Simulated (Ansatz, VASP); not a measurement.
**Two plane-wave programs on VRu**

```xyz
2
Lattice="2.9900 0.0000 0.0000 0.0000 2.9900 0.0000 0.0000 0.0000 2.9900" Properties=species:S:1:pos:R:3 pbc="T T T"
V     1.4950    1.4950    1.4950
Ru    0.0000    0.0000    0.0000
```

Alike in both runs: task single point; functional LDA; k mesh 4 × 4 × 4; collinear spin.

|  | VASP | Ansatz |
| --- | --- | --- |
| version | VASP 6.6.1 | Ansatz 0.2.0 |
| potentials or method | VASP PAW LDA potentials, release 64 (V_sv, Ru_pv), cutoff 500 eV | plane waves, PAW |
| occupations | methfessel-paxton of order 1, width 0.1 eV | cold, width 0.1 eV |
| valence electrons in the cell | 27 | 29 |

```csv
,VASP,Ansatz,Ansatz less VASP
gap on the k mesh at the Fermi level (eV),none,none,-
pressure (GPa),-10.7,-11.3,-0.51
net moment per atom (μB),0.24,0.28,+0.040
size of the moment on the site where the two differ most (μB),0.32,0.38,+0.058
```

LDA's correlation is that of Perdew and Zunger in VASP and of Perdew and Wang (1992) in Ansatz. Site moments also hang on the region over which each program counts them. A gap of «none» marks a metal or a gap that the smearing closes. VASP's potentials hold 27 valence electrons a cell and Ansatz's 29, so a difference there can come from the potentials and not from the codes. Ansatz's warnings: stability check not made.

The k mesh is coarse, so the values compare programs but aren't converged.
